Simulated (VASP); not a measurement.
# Mg5ZnS6 (P31m) in VASP: relaxation of cell and atoms with PBE

Aim: the relaxation of cell and atoms of Mg5ZnS6 with PBE.

Program: VASP 6.6.1. These are calculated values, not measurements. Logs are shortened: lines on timing, memory, paths and dates and some standing lists are left out, and cuts for length are marked.

## Step 1: The cell of the first run

The structure is trigonal, space group P31m (No. 157). Conventional cell: a = 6.657 Å, b = 6.657 Å, c = 6.287 Å, α = 90.00°, β = 90.00°, γ = 120.00°. Mg (site symmetry m) has 4 S at 2.33 to 2.42 Å within 3.1 Å. Mg (site symmetry 3) has 4 S at 2.33 to 2.42 Å within 3.1 Å. Within 3.1 Å of Zn (site symmetry 3m) lie 4 S at 2.33 to 2.42 Å. S (site symmetry m) has 1 Zn at 2.33 Å and 3 Mg at 2.33 to 2.42 Å within 3.1 Å. Within 3.1 Å of S (site symmetry 3) lie 4 Mg at 2.33 to 2.42 Å. Within 3.1 Å of S (site symmetry 3m) lie 3 Mg at 2.33 Å and 1 Zn at 2.42 Å.

## Step 2: Relaxation of cell and atoms, PBE

INCAR

```
SYSTEM = Mg5ZnS6
  PREC = Accurate
  ENCUT = 600
  EDIFF = 1E-6
  ISMEAR = 0
  SIGMA = 0.1
  LREAL = .FALSE.
  LASPH = .TRUE.
  NELM = 60
  ALGO = Normal
  ISIF = 3
  LWAVE = .FALSE.
  LCHARG = .FALSE.
  GGA = PE
  IBRION = 2
  NSW = 90
  EDIFFG = -0.04
```

KPOINTS

```
Automatic mesh
0
G
  3 3 4
  0 0 0
```

POSCAR

```
Mg5ZnS6
1.0
    6.6571032800      0.0000000000      0.0000000000
   -3.3285516400      5.7652205500      0.0000000000
    0.0000000000      0.0000000000      6.2871334500
Mg Zn S
5 1 6
Direct
    0.0000000000      0.6666666700      0.0000000000
    0.6666666700      0.0000000000      0.0000000000
    0.3333333300      0.3333333300      0.0000000000
    0.3333333300      0.6666666700      0.5000000000
    0.6666666700      0.3333333300      0.5000000000
    0.0000000000      0.0000000000      0.5000000000
    0.0000000000      0.6666666700      0.3849999900
    0.6666666700      0.0000000000      0.3849999900
    0.3333333300      0.3333333300      0.3849999900
    0.3333333300      0.6666666700      0.8849999900
    0.0000000000      0.0000000000      0.8849999900
    0.6666666700      0.3333333300      0.8849999900
```

Potentials or basis: VASP PAW PBE potentials, release 64 (Mg, Zn, S).

The run is started by

```bash
$ cat potpaw_PBE.64/Mg/POTCAR potpaw_PBE.64/Zn/POTCAR potpaw_PBE.64/S/POTCAR > POTCAR
$ mpirun -np 1 vasp_std > vasp.out
```

OUTCAR:

```text
SYSTEM = Mg5ZnS6
   PREC = Accurate
   ENCUT = 600
   EDIFF = 1E-6
   ISMEAR = 0
   LREAL = .FALSE.
   LASPH = .TRUE.
   NELM = 60
   ISIF = 3
   GGA = PE
   IBRION = 2
   NSW = 90
   EDIFFG = -0.04

 ion  position               nearest neighbor table
   1  0.000  0.667  0.000-  11 2.33  10 2.33  12 2.33   7 2.42
   2  0.667  0.000  0.000-  12 2.33  11 2.33  10 2.33   8 2.42
   3  0.333  0.333  0.000-  11 2.33  10 2.33  12 2.33   9 2.42
   4  0.333  0.667  0.500-   7 2.33   8 2.33   9 2.33  10 2.42
   5  0.667  0.333  0.500-   8 2.33   7 2.33   9 2.33  12 2.42
   6  0.000  0.000  0.500-   7 2.33   9 2.33   8 2.33  11 2.42
   7  0.000  0.667  0.385-   6 2.33   4 2.33   5 2.33   1 2.42
   8  0.667  0.000  0.385-   5 2.33   6 2.33   4 2.33   2 2.42
   9  0.333  0.333  0.385-   6 2.33   4 2.33   5 2.33   3 2.42
  10  0.333  0.667  0.885-   1 2.33   2 2.33   3 2.33   4 2.42
  11  0.000  0.000  0.885-   1 2.33   3 2.33   2 2.33   6 2.42
  12  0.667  0.333  0.885-   2 2.33   1 2.33   3 2.33   5 2.42

  LATTYP: Found a hexagonal cell.
 ALAT       =     6.6571032800
 C/A-ratio  =     0.9444248024

  Lattice vectors:

 A1 = (   6.6571032800,   0.0000000000,   0.0000000000)
 A2 = (  -3.3285516400,   5.7652205500,   0.0000000000)
 A3 = (   0.0000000000,   0.0000000000,   6.2871334500)

Analysis of symmetry for initial positions (statically):
=====================================================================
 Subroutine PRICEL returns:
 Original cell was already a primitive cell.

 Routine SETGRP: Setting up the symmetry group for a
 hexagonal supercell.

 Subroutine GETGRP returns: Found  6 space group operations
 (whereof  6 operations were pure point group operations)
 out of a pool of 24 trial point group operations.

The static configuration has the point symmetry C_3v.

Analysis of symmetry for dynamics (positions and initial velocities):
=====================================================================
 Subroutine PRICEL returns:
 Original cell was already a primitive cell.

 Routine SETGRP: Setting up the symmetry group for a
 hexagonal supercell.

 Subroutine GETGRP returns: Found  6 space group operations
 (whereof  6 operations were pure point group operations)
 out of a pool of 24 trial point group operations.

The dynamic configuration has the point symmetry C_3v.

 Subroutine INISYM returns: Found  6 space group operations
 (whereof  6 operations are pure point group operations),
 and found     1 'primitive' translations

----------------------------------------------------------------------------------------

                                     Primitive cell

  volume of cell :     241.2981

  direct lattice vectors                    reciprocal lattice vectors
     6.657103280  0.000000000  0.000000000     0.150215485  0.086726951  0.000000000
    -3.328551640  5.765220550  0.000000000     0.000000000  0.173453902  0.000000000
     0.000000000  0.000000000  6.287133450     0.000000000  0.000000000  0.159054998

  length of vectors
     6.657103280  6.657103275  6.287133450     0.173453902  0.173453902  0.159054998

  position of ions in fractional coordinates (direct lattice)
     1.000000000  0.666666670  0.000000000
     0.666666670  0.000000000  0.000000000
     0.333333330  0.333333330  0.000000000
     0.333333330  0.666666670  0.500000000
     0.666666670  0.333333330  0.500000000
     0.000000000  0.000000000  0.500000000
     1.000000000  0.666666670  0.384999990
     0.666666670  0.000000000  0.384999990
     0.333333330  0.333333330  0.384999990
     0.333333330  0.666666670  0.884999990
     0.000000000  0.000000000  0.884999990
     0.666666670  0.333333330  0.884999990

  ion indices of the primitive-cell ions
   primitive index   ion index
                 1           1
                 2           2
                 3           3
                 4           4
                 5           5
                 6           6
                 7           7
                 8           8
                 9           9
                10          10
                11          11
                12          12

----------------------------------------------------------------------------------------

 KPOINTS: Automatic mesh

Automatic generation of k-mesh.
 Grid dimensions read from file:
 generate k-points for:    3    3    4

 Generating k-lattice:

  Cartesian coordinates                     Fractional coordinates (reciprocal lattice)
     0.050071828  0.028908984  0.000000000     0.333333333 -0.000000000  0.000000000
     0.000000000  0.057817967  0.000000000     0.000000000  0.333333333  0.000000000
     0.000000000  0.000000000  0.039763750     0.000000000  0.000000000  0.250000000

  Length of vectors
     0.057817967  0.057817967  0.039763750

  Shift w.r.t. Gamma in fractional coordinates (k-lattice)
     0.000000000  0.000000000  0.000000000

 Subroutine IBZKPT returns following result:
 ===========================================

 Found     10 irreducible k-points:

 Following reciprocal coordinates:
            Coordinates               Weight
  0.000000  0.000000  0.000000      1.000000
  0.333333  0.000000  0.000000      6.000000
  0.333333  0.333333  0.000000      2.000000
  0.000000  0.000000  0.250000      2.000000
  0.333333  0.000000  0.250000     12.000000
  0.333333  0.333333  0.250000      2.000000
 -0.333333 -0.333333  0.250000      2.000000
  0.000000  0.000000  0.500000      1.000000
  0.333333  0.000000  0.500000      6.000000
  0.333333  0.333333  0.500000      2.000000
   k-points           NKPTS =     10   k-points in BZ     NKDIM =     10   number of bands    NBANDS=     36
   number of dos      NEDOS =    301   number of ions     NIONS =     12
   total plane-waves  NPLWV = 145800
   dimension x,y,z NGX =    54 NGY =   54 NGZ =   50
   dimension x,y,z NGXF=   108 NGYF=  108 NGZF=  100
   ions per type =               5   1   6
   NGX,Y,Z   is equivalent  to a cutoff of  13.49, 13.49, 13.22 a.u.
   NGXF,Y,Z  is equivalent  to a cutoff of  26.97, 26.97, 26.44 a.u.
 SYSTEM =  Mg5ZnS6
   PREC   = accura    normal or accurate (medium, high low for compatibility)
   ISTART =      0    job   : 0-new  1-cont  2-samecut
   ICHARG =      2    charge: 1-file 2-atom 10-const
   ISPIN  =      1    spin polarized calculation?
   LNONCOLLINEAR =      F non collinear calculations
   LSORBIT =      F    spin-orbit coupling
   LASPH  =      T    aspherical Exc in radial PAW
   ENCUT  =  600.0 eV  44.10 Ry    6.64 a.u.  13.30 13.30 12.56*2*pi/ulx,y,z
   NELM   =     60;   NELMIN=  2; NELMDL= -5     # of ELM steps
   EDIFF  = 0.1E-05   stopping-criterion for ELM
   LREAL  =      F    real-space projection
   EDIFFG = -.4E-01   stopping-criterion for IOM
   NSW    =     90    number of steps for IOM
   IBRION =      2    ionic relax: 0-MD 1-quasi-New 2-CG
   NFREE  =      1    steps in history (QN), initial steepest desc. (CG)
   ISIF   =      3    stress and relaxation
   ISYM   =      2    0-nonsym 1-usesym 2-fastsym
   POTIM  = 0.5000    time-step for ionic-motion
   TEBEG  =    0.0;   TEEND  =   0.0 temperature during run
   PSTRESS=    0.0 pullay stress
   NELECT =      58.0000    total number of electrons
   NUPDOWN=      -1.0000    fix difference up-down
   EMIN   =  10.00;   EMAX   =-10.00  energy-range for DOS
   EFERMI =   0.00;   METHOD = LEGACY
   ISMEAR =     0;   SIGMA  =   0.10  broadening in eV -4-tet -1-fermi 0-gaus
   EFERMI_NEDOS =   21; number of points for ismear=-14 and -15
   IALGO  =     38    algorithm
   IMIX   =      4    mixing-type and parameters
     AMIX     =   0.40;   BMIX     =  1.00
     AMIX_MAG =   1.60;   BMIX_MAG =  1.00
  volume/ion in A,a.u.               =      20.11       135.70
  Fermi-wavevector in a.u.,A,eV,Ry     =   1.017887  1.923527 14.096911  1.036094
  Thomas-Fermi vector in A             =   2.151313
   LORBIT       =      0    0 simple, 1 ext, 2 COOP (PROOUT), +10 PAW based schemes
   GGA     = PE    functional components
   LHFCALC =     F    Hartree Fock is set to
   AEXX    =    0.0000 exact exchange contribution
   IVDW    =     0    specifies the selected vdW correction
   LEPSILON=     F    determine dielectric tensor
   LRPA    =     F    only Hartree local field effects (RPA)
 conjugate gradient relaxation of ions
 non-spin polarized calculation
 Gauss-broadening in eV      SIGMA  =   0.10
  energy-cutoff  :      600.00
  volume of cell :      241.30
 maximum number of plane-waves:      8077
 NGX is ok and might be reduce to    54
   NGX = 27   NGY = 27   NGZ = 25

--------------------------------------- Ionic step        1  -------------------------------------------

 number of electron      57.9999995 magnetization

 Free energy of the ion-electron system (eV)
  ---------------------------------------------------
  ext. energy  EPLUGINS =         0.00000000
  ---------------------------------------------------
  free energy    TOTEN  =       -48.35604951 eV

  energy without entropy =      -48.35604951  energy(sigma->0) =      -48.35604951

------------------------ aborting loop because EDIFF is reached ----------------------------------------

  FORCE on cell =-STRESS in cart. coord.  units (eV):
  Direction    XX          YY          ZZ          XY          YZ          ZX
  --------------------------------------------------------------------------------------
  -------------------------------------------------------------------------------------
  Total       15.4181390     15.4181389      8.4616812      0.0000000     -0.0000000     -0.0000000
  in kB      102.3737563    102.3737561     56.1840890      0.0000000     -0.0000000     -0.0000000
  external PRESSURE =      86.9772005 kB  Pullay stress =       0.0000000 kB
[... 353 lines left out ...]
  energy  without entropy=      -49.2365546963  energy(sigma->0) =      -49.23655470

--------------------------------------- Ionic step        9  -------------------------------------------

 number of electron      58.0000013 magnetization

 Free energy of the ion-electron system (eV)
  ---------------------------------------------------
  ext. energy  EPLUGINS =         0.00000000
  ---------------------------------------------------
  free energy    TOTEN  =       -49.23686075 eV

  energy without entropy =      -49.23686075  energy(sigma->0) =      -49.23686075

 E-fermi :   1.6733     XC(G=0):  -8.5058

 val. band max:        1.2110200627   @ k =   0.0000   0.0000   0.0000
 cond. band min:       4.3507029443   @ k =   0.0000   0.0000   0.0000
 fundamental gap:      3.1396828816
 Fermi energy:         1.6732783170

 k-point     1 :       0.0000    0.0000    0.0000
  band No.  band energies     occupation
      1     -10.4011      2.00000
      2      -9.6598      2.00000
      3      -9.5588      2.00000
      4      -9.5588      2.00000
      5      -9.5323      2.00000
      6      -9.4455      2.00000
[... 418 lines left out ...]
  FREE ENERGIE OF THE ION-ELECTRON SYSTEM (eV)
  ---------------------------------------------------
  free  energy   TOTEN  =       -49.2368607504 eV

  energy  without entropy=      -49.2368607504  energy(sigma->0) =      -49.23686075

 reached required accuracy - stopping structural energy minimisation
```

Run time: 6.9 min. Hardware: 1 thread of Intel Xeon 6975P-C (Granite Rapids), shared host; peak memory 0.45 GiB.

Results:

| Item | Value |
| --- | --- |
| Free energy | -49.2369 eV |
| Relaxed volume | 22.53 Å³/atom |
| Relaxed cell | a = 6.955 Å, b = 6.955 Å, c = 6.453 Å, α = 90.00°, β = 90.00°, γ = 120.00° |
| Space group after relaxing (to 0.1 Å) | P31m (No. 157) |
| Energy gained by relaxing | 73.4 meV/atom |
| Ionic steps | 9 |
| Pressure after relaxing | 0.1 GPa |
| Largest force after relaxing | 0.021 eV/Å |
| Band gap on the k mesh | 3.14 eV |

Forces in eV/Å, atoms in the order of the input:
```
Mg  -0.010  0.018  0.002
Mg   0.021  0.000  0.002
Mg  -0.010 -0.018  0.002
Mg   0.000  0.000 -0.004
Mg   0.000  0.000 -0.004
Zn   0.000  0.000 -0.009
S    0.002 -0.003 -0.002
S   -0.003  0.000 -0.002
S    0.002  0.003 -0.002
S    0.000  0.000  0.009
S    0.000  0.000  0.000
S    0.000  0.000  0.009
```

Stress tensor (GPa, compression positive):
```
0.09 0.00 0.00
0.00 0.09 0.00
0.00 0.00 0.17
```

Step by step:
| step | energy change (eV) | largest force (eV/Å) | pressure (GPa) | volume (Å³) |
| --- | --- | --- | --- | --- |
| 1 | 0.0000 | 0.9076 | 8.70 | 241.30 |
| 2 | -0.7792 | 0.2723 | -2.02 | 281.40 |
| 3 | -0.8443 | 0.3853 | -0.11 | 271.44 |
| 4 | -0.8442 | 0.3774 | -0.24 | 272.07 |
| 5 | -0.8645 | 0.2506 | -0.19 | 271.77 |
| 6 | -0.8787 | 0.0960 | -0.08 | 271.25 |
| 7 | -0.8787 | 0.0971 | -0.07 | 271.24 |
| 8 | -0.8805 | 0.0491 | 0.04 | 270.69 |
| 9 | -0.8808 | 0.0209 | 0.12 | 270.35 |

Final structure:
```cif
data_structure
_symmetry_space_group_name_H-M 'P 1'
_symmetry_Int_Tables_number 1
_cell_length_a 6.9553
_cell_length_b 6.9553
_cell_length_c 6.4532
_cell_angle_alpha 90.000
_cell_angle_beta 90.000
_cell_angle_gamma 120.000
_cell_volume 270.35
loop_
_atom_site_label
_atom_site_type_symbol
_atom_site_fract_x
_atom_site_fract_y
_atom_site_fract_z
_atom_site_occupancy
Mg1 Mg 0.00000 0.66918 0.00211 1
Mg2 Mg 0.66918 0.00000 0.00211 1
Mg3 Mg 0.33082 0.33082 0.00211 1
Mg4 Mg 0.33333 0.66667 0.50237 1
Mg5 Mg 0.66667 0.33333 0.50237 1
Zn1 Zn 0.00000 0.00000 0.50479 1
S1 S 0.00000 0.67673 0.38487 1
S2 S 0.67673 0.00000 0.38487 1
S3 S 0.32327 0.32327 0.38487 1
S4 S 0.33333 0.66667 0.88407 1
S5 S 0.00000 0.00000 0.87138 1
S6 S 0.66667 0.33333 0.88407 1
```
